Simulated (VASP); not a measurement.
A run of VASP 6.6.1 is set up as follows.

File POSCAR:

```
MgS
1.0
    0.0000000000      2.6000000000      2.6000000000
    2.6000000000      0.0000000000      2.6000000000
    2.6000000000      2.6000000000      0.0000000000
Mg S
1 1
Direct
    0.0000000000      0.0000000000      0.0000000000
    0.5000000000      0.5000000000      0.5000000000
```

Contents of INCAR.step1:

```
  PREC = Accurate
  ENCUT = 520
  EDIFF = 1E-5
  ISMEAR = 0
  SIGMA = 0.01
  LREAL = F
  LASPH = T
  NELM = 150
  ALGO = Normal
  ISIF = 2
  LWAVE = T
  MAGMOM = 0 0 0 0 0 0
  LORBIT = 11
  LSORBIT = T
  GGA_COMPAT = F
  LORBMOM = T
  NBANDS = 20
  GGA = PE
```

File INCAR.step2:

```
  PREC = Accurate
  ENCUT = 520
  EDIFF = 1E-7
  ISMEAR = 0
  SIGMA = 0.01
  LREAL = F
  LASPH = T
  NELM = 150
  ALGO = Normal
  ISIF = 2
  LWAVE = F
  LCHARG = T
  MAGMOM = 0 0 0 0 0 0
  LORBIT = 11
  LSORBIT = T
  GGA_COMPAT = F
  LORBMOM = T
  GGA = PE
  LHFCALC = T
  HFSCREEN = 0.2079
  PRECFOCK = Normal
  LVHAR = T
  NBANDS = 20
  ISTART = 1
```

The input KPOINTS:

```
regular mesh
0
Gamma
  6 6 6
```

Potentials or basis: VASP PAW PBE potentials, release 64 (Mg, S).

Launch:

```bash
$ cat potpaw_PBE.64/Mg/POTCAR potpaw_PBE.64/S/POTCAR > POTCAR
$ cp INCAR.step1 INCAR
$ mpirun -np 1 vasp_ncl > vasp.out
$ cp INCAR.step2 INCAR
$ mpirun -np 1 vasp_ncl > vasp.out
```

(1) Predict the net moment.

(2) Estimate the pressure.

Answers

(1) 0.00 μB per cell.

(2) -0.6 GPa.

Caveat: the PAW data sets were made with another functional, which shifts forces and pressure a little.
